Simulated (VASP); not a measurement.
# Ca (P6_3/mmc) in VASP: further runs, part 2 of 2

VASP 6.6.1.

## (3) Single point, PBE

This run uses another cell than the first one, of 42.23 Å³/atom.

INCAR reads:

```
  PREC = Accurate
  ENCUT = 520
  EDIFF = 1E-7
  ISMEAR = 0
  SIGMA = 0.1
  LREAL = False
  LASPH = True
  NELM = 100
  ALGO = Fast
  ISIF = 2
  LWAVE = False
  LCHARG = False
  GGA = PE
  NBANDS = 39
```

KPOINTS reads:

```
Automatic mesh
0
Gamma
  12 12 2
```

POSCAR reads:

```
Ca
1.0
    3.9004279903      0.0000000000      0.0000000000
   -1.9502139952      3.3778697253      0.0000000000
    0.0000000000      0.0000000000     19.2338711142
Ca
6
Direct
    0.6666666667      0.3333333333      0.9169698779
    0.0000000000      0.0000000000      0.2500000000
    0.6666666667      0.3333333333      0.5830301221
    0.3333333333      0.6666666667      0.4169698779
    0.0000000000      0.0000000000      0.7500000000
    0.3333333333      0.6666666667      0.0830301221
```

Potentials or basis: VASP PAW PBE potentials, release 64 (Ca_sv).

On the command line:

```console
cat potpaw_PBE.64/Ca_sv/POTCAR > POTCAR
mpirun -np 1 vasp_std > vasp.out
```

OUTCAR:

```text
PREC = Accurate
   ENCUT = 520
   EDIFF = 1E-7
   ISMEAR = 0
   LREAL = False
   LASPH = True
   NELM = 100
   ISIF = 2
   GGA = PE

 ion  position               nearest neighbor table
   1  0.667  0.333  0.917-
   2  0.000  0.000  0.250-
   3  0.667  0.333  0.583-
   4  0.333  0.667  0.417-
   5  0.000  0.000  0.750-
   6  0.333  0.667  0.083-

  LATTYP: Found a hexagonal cell.
[... 1216 lines left out ...]
  --------------------------------------------------------------------------------------
  -------------------------------------------------------------------------------------
  Total        0.0544881      0.0544881      0.0278822     -0.0000000      0.0000000      0.0000000
  in kB        0.3445011      0.3445011      0.1762851     -0.0000000      0.0000000      0.0000000
  external PRESSURE =       0.2884291 kB  Pullay stress =       0.0000000 kB

 VOLUME and BASIS-vectors are now :
 -----------------------------------------------------------------------------
  energy-cutoff  :      520.00
  volume of cell :      253.41
      direct lattice vectors                 reciprocal lattice vectors
     3.900427990  0.000000000  0.000000000     0.256382121  0.148022286  0.000000000
    -1.950213995  3.377869725  0.000000000     0.000000000  0.296044573  0.000000000
     0.000000000  0.000000000 19.233871114     0.000000000  0.000000000  0.051991614

 POSITION                                       TOTAL-FORCE (eV/Angst)
 -----------------------------------------------------------------------------------
      1.95021      1.12596     17.63688        -0.000000      0.000000     -0.004506
      0.00000      0.00000      4.80847         0.000000     -0.000000      0.000000
      1.95021      1.12596     11.21393        -0.000000      0.000000      0.004506
     -0.00000      2.25191      8.01994         0.000000     -0.000000     -0.004506
      0.00000      0.00000     14.42540         0.000000      0.000000      0.000000
     -0.00000      2.25191      1.59699         0.000000     -0.000000      0.004506
 -----------------------------------------------------------------------------------
    total drift:                                0.000000      0.000000      0.000000

  FREE ENERGIE OF THE ION-ELECTRON SYSTEM (eV)
  ---------------------------------------------------
  free  energy   TOTEN  =       -11.5837592894 eV

  energy  without entropy=      -11.5367361361  energy(sigma->0) =      -11.56024771
```

Run time: 12 min. Hardware: 1 thread of Intel Xeon Platinum 8488C (Sapphire Rapids), shared host; peak memory 0.51 GiB.

What came out:

```
Free energy            : -11.5838 eV
Pressure               : 0.0 GPa
Largest force          : 0.005 eV/Å
Band gap on the k mesh : zero (bands 30 and 31 overlap by 0.43 eV)
```

Forces in eV/Å, atoms in the order of the input:
```
Ca   0.000  0.000 -0.005
Ca   0.000  0.000  0.000
Ca   0.000  0.000  0.005
Ca   0.000  0.000 -0.005
Ca   0.000  0.000  0.000
Ca   0.000  0.000  0.005
```

Levels at points of the mesh, in eV from the Fermi level:
| k point | band 26 | band 27 | band 28 | band 29 | band 30 | band 31 | band 32 | band 33 | band 34 | band 35 |
| --- | --- | --- | --- | --- | --- | --- | --- | --- | --- | --- |
| (0.00, 0.00, 0.00) | -3.59 | -3.58 | -2.34 | -2.33 | -1.03 | -0.21 | 0.84 | 0.85 | 1.82 | 1.85 |
| (0.50, 0.00, 0.00) | -0.94 | -0.86 | -0.71 | -0.61 | -0.55 | -0.05 | 0.00 | 0.24 | 0.36 | 0.50 |
| (0.00, 0.00, 0.50) | -3.93 | -3.04 | -3.04 | -1.56 | -1.56 | 0.24 | 0.24 | 1.38 | 1.38 | 2.17 |
| (0.50, 0.00, 0.50) | -1.00 | -0.78 | -0.78 | -0.56 | -0.56 | -0.04 | -0.04 | 0.31 | 0.31 | 0.54 |

## (4) Single point, PBE

This run uses another cell than the first one, of 42.23 Å³/atom.

INCAR reads:

```
SYSTEM = Ca
ALGO = Fast
EDIFF = 1E-6
ENCUT = 520
GGA = PE
ISIF = 2
ISMEAR = 0
LASPH = .True.
LCHARG = .False.
LREAL = .False.
LWAVE = .False.
NBANDS = 39
NELM = 60
PREC = Accurate
SIGMA = 0.1
```

KPOINTS reads:

```
k-points
0
Gamma
  12 12 2
  0 0 0
```

POSCAR is that of step 3.

Potentials or basis: VASP PAW PBE potentials, release 64 (Ca_sv).

On the command line:

```console
cat potpaw_PBE.64/Ca_sv/POTCAR > POTCAR
mpirun -np 1 vasp_std > vasp.out
```

OUTCAR:

```text
SYSTEM = Ca
   EDIFF = 1E-6
   ENCUT = 520
   GGA = PE
   ISIF = 2
   ISMEAR = 0
   LASPH = .True.
   LREAL = .False.
   NELM = 60
   PREC = Accurate

 ion  position               nearest neighbor table
   1  0.667  0.333  0.917-
   2  0.000  0.000  0.250-
   3  0.667  0.333  0.583-
   4  0.333  0.667  0.417-
   5  0.000  0.000  0.750-
   6  0.333  0.667  0.083-

  LATTYP: Found a hexagonal cell.
[... 1216 lines left out ...]
  --------------------------------------------------------------------------------------
  -------------------------------------------------------------------------------------
  Total        0.0575203      0.0575203      0.0307346     -0.0000000     -0.0000000      0.0000000
  in kB        0.3636718      0.3636718      0.1943194     -0.0000000     -0.0000000      0.0000000
  external PRESSURE =       0.3072210 kB  Pullay stress =       0.0000000 kB

 VOLUME and BASIS-vectors are now :
 -----------------------------------------------------------------------------
  energy-cutoff  :      520.00
  volume of cell :      253.41
      direct lattice vectors                 reciprocal lattice vectors
     3.900427990  0.000000000  0.000000000     0.256382121  0.148022286  0.000000000
    -1.950213995  3.377869725  0.000000000     0.000000000  0.296044573  0.000000000
     0.000000000  0.000000000 19.233871114     0.000000000  0.000000000  0.051991614

 POSITION                                       TOTAL-FORCE (eV/Angst)
 -----------------------------------------------------------------------------------
      1.95021      1.12596     17.63688         0.000000     -0.000000     -0.004478
      0.00000      0.00000      4.80847        -0.000000      0.000000      0.000000
      1.95021      1.12596     11.21393        -0.000000     -0.000000      0.004478
     -0.00000      2.25191      8.01994         0.000000      0.000000     -0.004478
      0.00000      0.00000     14.42540        -0.000000      0.000000     -0.000000
     -0.00000      2.25191      1.59699         0.000000      0.000000      0.004478
 -----------------------------------------------------------------------------------
    total drift:                                0.000000      0.000000      0.000000

  FREE ENERGIE OF THE ION-ELECTRON SYSTEM (eV)
  ---------------------------------------------------
  free  energy   TOTEN  =       -11.5837584065 eV

  energy  without entropy=      -11.5367351684  energy(sigma->0) =      -11.56024679
```

stdout:

```text
POSCAR found type information on POSCAR Ca
 POSCAR found :  1 types and       6 ions
 scaLAPACK will be used
 LDA part: xc-table for (Slater+PW92), standard interpolation
 POSCAR, INCAR and KPOINTS ok, starting setup
 FFT: planning ... GRIDC
 FFT: planning ... GRID_SOFT
 FFT: planning ... GRID
 WAVECAR not read
 entering main loop
WARNING in EDDRMM: call to ZHEGV failed, returncode =   8  4     20
WARNING in EDDRMM: call to ZHEGV failed, returncode =   6  3     24
WARNING in EDDRMM: call to ZHEGV failed, returncode =   8  4     18
WARNING in EDDRMM: call to ZHEGV failed, returncode =   6  3     27
WARNING in EDDRMM: call to ZHEGV failed, returncode =   6  3     19
WARNING in EDDRMM: call to ZHEGV failed, returncode =   6  3     24
```

Wall time 10 min (1 thread of Intel Xeon Platinum 8488C (Sapphire Rapids), shared host); peak memory 0.5 GiB.

Results:

```yaml
Free_energy: -11.5838 eV
Pressure: 0.0 GPa
Largest_force: 0.004 eV/Å
Band_gap_on_the_k_mesh: zero (bands 30 and 31 overlap by 0.43 eV)
```

Forces on the atoms (eV/Å):
```
Ca   0.000  0.000 -0.004
Ca   0.000  0.000  0.000
Ca   0.000  0.000  0.004
Ca   0.000  0.000 -0.004
Ca   0.000  0.000  0.000
Ca   0.000  0.000  0.004
```
